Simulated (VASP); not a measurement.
Wanted: the native input for a VASP 6.6.1 run.

- Task: single point
- Functional: PBE
- Potentials or basis: VASP PAW PBE potentials, release 64 (Hf_pv, N)
- Cutoff: 520 eV
- k mesh: 20 × 20 × 20
- Occupations: gaussian, width 0.15 eV
- Spin: no spin polarisation
- Dipole correction: no
- Further INCAR settings: ALGO = Normal; EDIFF = 1e-06; NBANDS = 14

The structure of HfN lies in POSCAR:

```
HfN
1.0
    0.8832968970      2.7760759619      2.7760759619
    2.7760759619      0.8832968970      2.7760759619
    2.7760759619      2.7760759619      0.8832968970
Hf N
1 1
Direct
    0.0000000000      0.0000000000      0.0000000000
    0.5000000000      0.5000000000      0.5000000000
```

This cell differs from its parent crystal: ratio of the length along [111] to the lengths across it x 1.7, volume and fractional coordinates fixed.

The input as run:

INCAR

```
ALGO = Normal
EDIFF = 1E-6
ENCUT = 520
GGA = PE
ISIF = 2
ISMEAR = 0
LASPH = T
LCHARG = F
LREAL = F
LWAVE = F
NBANDS = 14
NELM = 100
PREC = Accurate
SIGMA = 0.15
```

KPOINTS

```
k-points
0
Gamma
  20 20 20
```

Potentials or basis: VASP PAW PBE potentials, release 64 (Hf_pv, N).

Launch:

```sh
$ cat potpaw_PBE.64/Hf_pv/POTCAR potpaw_PBE.64/N/POTCAR > POTCAR
$ mpirun -np 1 vasp_std > vasp.out
```

It gave:

| Property | Result |
| --- | --- |
| Pressure | 17.0 GPa |

Run time: 7.7 min on 1 thread of AMD EPYC 7R13 Processor (Zen 3) (shared host), peak memory 0.36 GiB.
